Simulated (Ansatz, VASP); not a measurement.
# One calculation of ScSi2, two programs

```
Sc Si
1.0
    -1.89635    1.89635    3.79370
     1.89635   -1.89635    3.79370
     1.89635    1.89635   -3.79370
Sc Si
1 2
Direct
  0.00000 0.00000 0.00000
  0.64925 0.64925 0.00000
  0.35075 0.35075 0.00000
```

Alike in both runs: functional PBE; k mesh 6 × 6 × 6; occupations gaussian, width 0.1 eV; no spin polarisation.

Ansatz relaxed the structure, and its values are those at the end. VASP's run is a single point on that final structure, the one shown.

|  | VASP | Ansatz |
| --- | --- | --- |
| version | VASP 6.6.1 | Ansatz 0.2.0 |
| potentials or method | VASP PAW PBE potentials, release 64 (Sc_sv, Si), cutoff 500 eV | scalar-relativistic, plane waves, PAW |
| valence electrons in the cell | 19 | 19 |

```tsv
	VASP	Ansatz	Ansatz less VASP
gap on the k mesh at the Fermi level (eV)	none	none	-
pressure (GPa)	0.1	0.0	-0.06
rms of the force components (eV/Å)	0.004	0.001	-0.0038
```

A gap of «none» marks a metal or a gap that the smearing closes.

The k mesh is coarse, so the values compare programs but aren't converged.
